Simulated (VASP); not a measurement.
A run of VASP 6.6.1:

The input INCAR:

```
PREC     = Accurate       # precision mode
ENCUT    = 500            # plane-wave cutoff, eV
EDIFF    = 1E-6           # SCF threshold, eV
ISMEAR   = 0              # smearing method
SIGMA    = 0.1            # smearing width, eV
LREAL    = F              # projectors in reciprocal space
LASPH    = T              # aspherical terms in the spheres
NELM     = 120            # most SCF steps
ALGO     = Normal         # electronic algorithm
ISIF     = 2              # what is computed and relaxed
LWAVE    = F              # write WAVECAR
LCHARG   = F              # write CHGCAR
GGA      = PS             # functional
NBANDS   = 16             # bands
GGA_COMPAT= F
```

The input KPOINTS:

```
regular mesh
0
Gamma
  6 6 6
```

File POSCAR:

```
CdTe
1.0
    0.0000000000      3.2821135600      3.2821135600
    3.2821135600      0.0000000000      3.2821135600
    3.2821135600      3.2821135600      0.0000000000
Cd Te
1 1
Direct
    0.0000000000      0.0000000000      0.0000000000
    0.2500000000      0.2500000000      0.2500000000
```

Potentials or basis: VASP PAW PBE potentials, release 64 (Cd, Te).

Launch:

```sh
$ cat potpaw_PBE.64/Cd/POTCAR potpaw_PBE.64/Te/POTCAR > POTCAR
$ mpirun -np 1 vasp_std > vasp.out
```

Hardware: 1 thread of Intel(R) Xeon(R) Platinum 8488C (Sapphire Rapids), with other jobs on the host.

Q: Estimate the wall time of this run.

A: It took 14 s on 1 thread of Intel(R) Xeon(R) Platinum 8488C (Sapphire Rapids) (shared host), peak memory 0.2 GiB. Counts: scf iterations 13, k points 16.
